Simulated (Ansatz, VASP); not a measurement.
**One calculation of Pd, two programs**

File INCAR:

```
SYSTEM = Pd
ALGO = Normal
EDIFF = 1E-6
ENCUT = 520
ISIF = 2
ISMEAR = -1
LASPH = .True.
LCHARG = .True.
LELF = .True.
LREAL = .False.
LVHAR = .True.
LWAVE = .False.
NBANDS = 28
NELM = 100
PREC = Accurate
SIGMA = 0.1
```

File KPOINTS:

```
k-points
0
Gamma
  15 15 4
  0 0 0
```

File POSCAR:

```
Pd
1.0
    2.6727753572      0.0000000000      0.0000000000
   -1.3363876786      2.3146913580      0.0000000000
    0.0000000000      0.0000000000      8.8137044565
Pd
4
Direct
    1.0000000000      1.0000000000      0.0000000000
    1.0000000000      0.0000000000      0.5000000000
    0.3333333333      0.6666666667      0.2500000000
    0.6666666667      0.3333333333      0.7500000000
```

Input for Ansatz:

```yaml
crystal:
  lattice:
    - [2.6727753572, 0.0, 0.0]
    - [-1.3363876786, 2.314691358, 0.0]
    - [0.0, 0.0, 8.8137044565]
  atoms:
    - { symbol: Pd, position: [1.0, 1.0, 0.0] }
    - { symbol: Pd, position: [1.0, 0.0, 0.5] }
    - { symbol: Pd, position: [0.3333333333, 0.6666666667, 0.25] }
    - { symbol: Pd, position: [0.6666666667, 0.3333333333, 0.75] }
hamiltonian:
  xc: lda
  pseudopotentials:
    kind: paw
    azcp:
      Pd: "pseudopotentials/Pd.paw.azcp"
basis:
  ecutwfc: 420
  fft_grid_basis: typed
kpoints:
  mp_grid: { grid: [15, 15, 4], shift: [0, 0, 0] }
magnetization:
  spin_polarized: false
scf:
  occupations: { method: fermi_dirac, width: 0.1 }
  lower_state_search: "off"
output:
  stress: true
```

Alike in both runs: task single point; functional LDA; k mesh 15 × 15 × 4; occupations fermi-dirac, width 0.1 eV; no spin polarisation.

|  | VASP | Ansatz |
| --- | --- | --- |
| version | VASP 6.6.1 | Ansatz 0.2.0 |
| potentials or method | VASP PAW LDA potentials, release 64 (Pd), cutoff 520 eV | plane waves (420 eV) with PAW, scalar-relativistic |
| valence electrons in the cell | 40 | 72 |

```csv
,VASP,Ansatz,Ansatz less VASP
pressure (GPa),10.5,10.2,-0.30
"traceless stress, the component that is largest in VASP (GPa)",-0.19,-0.15,+0.049
```

Ansatz warns that its potentials were made for another functional, while VASP's fit it. LDA's correlation is that of Perdew and Zunger in VASP and of Perdew and Wang (1992) in Ansatz. VASP's potentials hold 40 valence electrons a cell and Ansatz's 72, so a difference there can come from the potentials and not from the codes.
